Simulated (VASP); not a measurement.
Here is a VASP 6.6.1 calculation.

File INCAR:

```
SYSTEM = B2AsN
PREC = Accurate
ENCUT = 520
EDIFF = 1E-7
ISMEAR = -1
SIGMA = 0.02
LREAL = .FALSE.
LASPH = .TRUE.
NELM = 80
ALGO = Normal
ISIF = 2
LWAVE = .FALSE.
LCHARG = .FALSE.
GGA = PE
NBANDS = 16
```

KPOINTS

```
Automatic mesh
0
G
  8 8 6
  0 0 0
```

The input POSCAR:

```
B2AsN
1.0
    2.9886495490      0.0000000000      0.0000000000
    0.0000000000      2.9886495490      0.0000000000
    0.0000000000      0.0000000000      4.2744726710
N B As
1 2 1
Direct
    0.0000000000      0.0000000000      0.0000000000
    0.0000000000      0.5000000000      0.8013540279
    0.5000000000      0.0000000000      0.1986459721
    0.5000000000      0.5000000000      0.5000000000
```

Potentials or basis: VASP PAW PBE potentials, release 64 (N, B, As).

Run with:

```sh
$ cat potpaw_PBE.64/N/POTCAR potpaw_PBE.64/B/POTCAR potpaw_PBE.64/As/POTCAR > POTCAR
$ mpirun -np 1 vasp_std > vasp.out
```

Question: Estimate the pressure.

Answer: 3.5 GPa.

Question: What does it give for the largest force?

Answer: 0.375 eV/Å.

Question: Estimate the band gap on the k mesh.

Answer: Zero (filled and empty bands touch).

Stress tensor (GPa, compression positive):
```
3.00 0.00 0.00
0.00 3.00 0.00
0.00 0.00 4.36
```
